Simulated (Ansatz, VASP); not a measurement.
**Ag in VASP and in Ansatz**

```
Ag
1.0
     0.00155    4.01850   -0.00029
    -0.00110   -0.00028    4.02498
     7.85177    0.00006    0.00080
Ag
6
Direct
  0.00013 0.00000 0.25000
  0.99992 0.00004 0.75000
  0.49983 0.99997 0.00006
  0.50014 0.99997 0.49997
  0.00022 0.49999 0.49997
  0.99977 0.50003 0.99999
```

Change from the starting cell: cell x2, atoms moved at random (sigma 0.05 Å) and cell strained at random (1.5 %), then relaxed without symmetry.

Alike in both runs: functional PBE; k mesh 6 × 6 × 4; occupations gaussian, width 0.2 eV; no spin polarisation.

Ansatz relaxed the structure, and its values are those at the end. VASP's run is a single point on that final structure, the one shown.

|  | VASP | Ansatz |
| --- | --- | --- |
| version | VASP 6.6.1 | Ansatz 0.2.0 |
| potentials or method | VASP PAW PBE potentials, release 64 (Ag), cutoff 520 eV | scalar-relativistic, plane waves, PAW |
| valence electrons in the cell | 66 | 114 |

```csv
,VASP,Ansatz,Ansatz less VASP
gap on the k mesh at the Fermi level (eV),none,none,-
pressure (GPa),0.1,0.2,+0.08
```

A gap of «none» marks a metal or a gap that the smearing closes. With one functional, cell and mesh, what is left measures potentials, basis and numerics. VASP's potentials hold 66 valence electrons a cell and Ansatz's 114, so a difference there can come from the potentials and not from the codes.
